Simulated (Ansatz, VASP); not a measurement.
## Sn: VASP beside Ansatz

```
Sn
1.0
     0.00000    3.33329    3.33329
     3.33329    0.00000    3.33329
     3.33329    3.33329    0.00000
Sn
2
Direct
  0.87500 0.87500 0.87500
  0.12500 0.12500 0.12500
```

Alike in both runs: functional PBE; k mesh 11 × 11 × 11; occupations fermi-dirac, width 0.05 eV; no spin polarisation.

Ansatz relaxed the structure, and its values are those at the end. VASP's run is a single point on that final structure, the one shown.

|  | VASP | Ansatz |
| --- | --- | --- |
| version | VASP 6.6.1 | Ansatz 0.2.0 |
| potentials or method | VASP PAW PBE potentials, release 64 (Sn_d), cutoff 520 eV | all-electron LAPW, non-relativistic |

|  | VASP | Ansatz | Ansatz less VASP |
| --- | --- | --- | --- |
| pressure (GPa) | -0.2 | 0.0 | +0.21 |

Ansatz ran all-electron here, and VASP with PAW potentials.
